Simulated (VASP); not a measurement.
The system is SnTe.

```
Sn Te
1.0
     0.00000    3.61115    3.61115
     3.61115    0.00000    3.61115
     3.61115    3.61115    0.00000
Sn Te
1 1
Direct
  0.00000 0.00000 0.00000
  0.75000 0.75000 0.75000
```

Base run:

- Program: VASP 6.6.1
- Functional: LDA
- Potentials or basis: VASP PAW LDA potentials, release 64 (Sn_d, Te)
- Cutoff: 500 eV
- k mesh: 4 × 4 × 4
- Occupations: methfessel-paxton, width 0.02 eV
- Spin: no spin polarisation

Its results: band gap on the k mesh 0.01 eV (least direct gap 0.73 eV); pressure -2.4 GPa.

Question: The run is repeated on the same cell with these changes: functional from LDA to B3LYP; potentials or basis from VASP PAW LDA potentials, release 64 (Sn_d, Te) to VASP PAW PBE potentials, release 64 (Sn_d, Te); cutoff from 500 eV to 400 eV. What comes out?

Answer: Band gap on the k mesh 0.86 eV (least direct gap 1.61 eV); pressure 0.8 GPa.

Caveats: spin-orbit coupling is left out, which moves the levels of the heavy elements; the PAW data sets were made with another functional, which shifts forces and pressure a little (at least some runs).

A k mesh can miss the band edges.
